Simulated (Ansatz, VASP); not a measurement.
## MgSe: VASP beside Ansatz

POSCAR

```
MgSe
1.0
    0.0000000000      2.7899353418      2.7899353418
    2.7899353418      0.0000000000      2.7899353418
    2.7899353418      2.7899353418      0.0000000000
Mg Se
1 1
Direct
    0.0000000000      0.0000000000      0.0000000000
    0.5000000000      0.5000000000      0.5000000000
```

The input INCAR.step1:

```
PREC = Accurate
ENCUT = 660
ISMEAR = 0
SIGMA = 0.01
LREAL = False
LASPH = True
NELM = 120
NBANDS = 11
GGA = PE
ALGO = Normal
EDIFF = 1E-5
LWAVE = True
LCHARG = False
GGA_COMPAT = False
```

INCAR.step2

```
PREC = Accurate
ENCUT = 660
EDIFF = 1E-6
ISMEAR = 0
SIGMA = 0.01
LREAL = False
LASPH = True
NELM = 120
ALGO = Normal
ISIF = 2
LWAVE = False
LCHARG = True
METAGGA = R2SCAN
LMIXTAU = True
LELF = True
LVHAR = True
NBANDS = 11
ISTART = 1
GGA_COMPAT = False
```

The input KPOINTS:

```
regular mesh
0
Gamma
  6 6 6
```

Input for Ansatz:

```yaml
crystal:
  lattice:
    - [0.0, 2.7899353418, 2.7899353418]
    - [2.7899353418, 0.0, 2.7899353418]
    - [2.7899353418, 2.7899353418, 0.0]
  atoms:
    - { symbol: Mg, position: [0.0, 0.0, 0.0] }
    - { symbol: Se, position: [0.5, 0.5, 0.5] }
kpoints:
  mp_grid: { grid: [6, 6, 6] }
hamiltonian:
  xc: r2scan
scf:
  occupations: { method: fixed }
  n_extra_bands: 4
output:
  forces: true
  stress: true
  eigenvalues: true
```

Alike in both runs: task single point; functional r2SCAN; k mesh 6 × 6 × 6; no spin polarisation.

|  | VASP | Ansatz |
| --- | --- | --- |
| version | VASP 6.6.1 | Ansatz 0.2.0 |
| potentials or method | VASP PAW PBE potentials, release 64 (Mg, Se) | plane waves, PAW |
| plane-wave cutoff (eV) | 660 | 500 |
| occupations | gaussian, width 0.01 eV | fixed |
| valence electrons in the cell | 8 | 26 |

|  | VASP | Ansatz | Ansatz less VASP |
| --- | --- | --- | --- |
| gap on the k mesh at the Fermi level (eV) | 2.33 | 2.37 | +0.038 |
| pressure (GPa) | -3.7 | -3.4 | +0.29 |

VASP's potentials were made for PBE, not for r2SCAN. VASP's potentials hold 8 valence electrons a cell and Ansatz's 26, so a difference there can come from the potentials and not from the codes.
